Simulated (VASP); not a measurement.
The system is NaF.

```
Na F
1.0
     0.00000    2.34999    2.34999
     2.34999    0.00000    2.34999
     2.34999    2.34999    0.00000
Na F
1 1
Cartesian
  0.0000 0.0000 0.0000
  2.3500 2.3500 2.3500
```

| Quantity | Value |
| --- | --- |
| Program | VASP 6.6.1 |
| Task | relaxation of cell and atoms |
| Functional | LDA |
| Potentials or basis | VASP PAW LDA potentials, release 64 (Na_pv, F) |
| Cutoff | 600 eV |
| k mesh | 8 × 8 × 8 |
| Occupations | fermi-dirac, width 0.02 eV |
| Spin | no spin polarisation |

At the start: pressure -6.0 GPa; volume 12.98 Å³/atom.

Where does the relaxation end?

Over 16 steps the energy falls by 34.6 meV/atom and the volume is 11.37 Å³/atom (-12.4 %); space group Fm-3m (No. 225, to 0.05 Å).

The path:
| step | energy change (eV) | largest force (eV/Å) | pressure (GPa) | volume (Å³) |
| --- | --- | --- | --- | --- |
| 1 | 0.0000 | 0.0000 | -6.03 | 25.96 |
| 2 | -0.0535 | 0.0000 | -3.33 | 24.16 |
| 3 | -0.0691 | 0.0000 | -0.36 | 22.86 |
| 4 | -0.0692 | 0.0000 | 0.07 | 22.72 |
| 5 | -0.0692 | 0.0000 | -0.14 | 22.78 |
| 6 | -0.0692 | 0.0000 | -0.13 | 22.78 |
| 7 | -0.0692 | 0.0000 | -0.11 | 22.78 |
| 8 | -0.0692 | 0.0000 | -0.12 | 22.78 |
| 9 | -0.0692 | 0.0000 | -0.12 | 22.78 |
| 10 | -0.0692 | 0.0000 | -0.12 | 22.78 |
| 11 | -0.0692 | 0.0000 | -0.12 | 22.78 |
| 12 | -0.0692 | 0.0000 | -0.12 | 22.77 |
| 13 | -0.0692 | 0.0000 | -0.11 | 22.77 |
| 14 | -0.0692 | 0.0000 | -0.09 | 22.77 |
| 15 | -0.0692 | 0.0000 | -0.07 | 22.76 |
| 16 | -0.0692 | 0.0000 | -0.02 | 22.75 |

Final structure:
```
Na F
1.0
     0.00000    2.24895    2.24895
     2.24895    0.00000    2.24895
     2.24895    2.24895    0.00000
Na F
1 1
Direct
  0.00000 0.00000 0.00000
  0.50000 0.50000 0.50000
```
